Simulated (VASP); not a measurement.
Crystal: KCr.

```xyz
2
Lattice="3.6758 0.0000 0.0000 0.0000 3.6758 0.0000 0.0000 0.0000 3.6758" Properties=species:S:1:pos:R:3 pbc="T T T"
K     0.0000    0.0000    0.0000
Cr    1.8379    1.8379    1.8379
```

```yaml
Program: VASP 6.6.1
Task: relaxation of cell and atoms
Functional: PBE
Potentials_or_basis: VASP PAW PBE potentials, release 64 (K_sv, Cr_pv)
Cutoff: 600 eV
k_mesh: 6 × 6 × 6
Occupations: gaussian, width 0.1 eV
Spin: collinear spin, ferromagnetic start
Starting_moments: "[0.13, 4.82] μB"
```

At the start: pressure 11.0 GPa; volume 24.83 Å³/atom.

Problem. Where does the relaxation end?

Solution. Over 4 steps the energy falls by 319.4 meV/atom and the volume is 37.64 Å³/atom (+51.6 %); space group Pm-3m (No. 221, to 0.1 Å) before and after; moment 5.17 μB per cell.

The path:
| step | energy change (eV) | largest force (eV/Å) | pressure (GPa) | volume (Å³) |
| --- | --- | --- | --- | --- |
| 1 | 0.0000 | 0.0000 | 11.02 | 49.67 |
| 2 | -0.5307 | 0.0000 | 3.11 | 62.98 |
| 3 | -0.6272 | 0.0000 | 0.85 | 71.33 |
| 4 | -0.6388 | 0.0000 | 0.14 | 75.28 |

Final structure:
```xyz
2
Lattice="4.2224 0.0000 0.0000 0.0000 4.2224 0.0000 0.0000 0.0000 4.2224" Properties=species:S:1:pos:R:3 pbc="T T T"
K     0.0000    0.0000    0.0000
Cr    2.1112    2.1112    2.1112
```

Caveat: the volume moved by over 15 % at a fixed basis, so the end points are rough.
